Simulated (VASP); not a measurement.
Wanted: the native input for a VASP 6.6.1 run.

* Task: relaxation of cell and atoms
* Functional: PBEsol
* Potentials or basis: VASP PAW PBE potentials, release 64 (Au)
* Cutoff: 600 eV
* k mesh: 16 × 16 × 10
* Occupations: fermi-dirac, width 0.15 eV
* Spin: no spin polarisation
* Dipole correction: no
* Further INCAR settings: ALGO = Fast; EDIFF = 1e-07; IBRION = 2; EDIFFG = -0.001; NSW = 80; ISIF = 3

The structure of Au lies in POSCAR:

```
Au
1.0
    1.4100150304     -2.5170030999      0.0000000000
    1.4100150304      2.5170030999      0.0000000000
    0.0000000000      0.0000000000      4.8006775630
Au
2
Direct
    0.6638639482      0.3361360518      0.2500000000
    0.3361360518      0.6638639482      0.7500000000
```

These files were run (other wordings do the same):

INCAR

```
SYSTEM = Au
PREC = Accurate
ENCUT = 600
EDIFF = 1E-7
ISMEAR = -1
SIGMA = 0.15
LREAL = .False.
LASPH = .True.
NELM = 80
ALGO = Fast
ISIF = 3
LWAVE = .False.
LCHARG = .False.
GGA = PS
IBRION = 2
NSW = 80
EDIFFG = -0.001
```

KPOINTS

```
Automatic mesh
0
Gamma
  16 16 10
  0 0 0
```

Potentials or basis: VASP PAW PBE potentials, release 64 (Au).

Command:

```sh
$ cat potpaw_PBE.64/Au/POTCAR > POTCAR
$ mpirun -np 1 vasp_std > vasp.out
```

It gave:

```yaml
Relaxed_volume: 17.02 Å³/atom
Relaxed_cell: a = 2.863 Å, b = 2.863 Å, c = 4.795 Å, α = 90.00°, β = 90.00°, γ = 120.01°
Space_group_after_relaxing_to_0.1_Å: P6_3/mmc (No. 194)
Energy_gained_by_relaxing: 1.0 meV/atom
Ionic_steps: 46
Pressure_after_relaxing: 0.0 GPa
Band_gap_on_the_k_mesh: zero (bands 11 and 12 overlap by 6.38 eV)
```

Caveat: the PAW data sets were made with another functional, which shifts forces and pressure a little; spin-orbit coupling is left out, which moves the levels of the heavy elements.

Run time: 22 min on 1 thread of Intel(R) Xeon(R) 6975P-C (Granite Rapids) (shared host), peak memory 0.41 GiB.
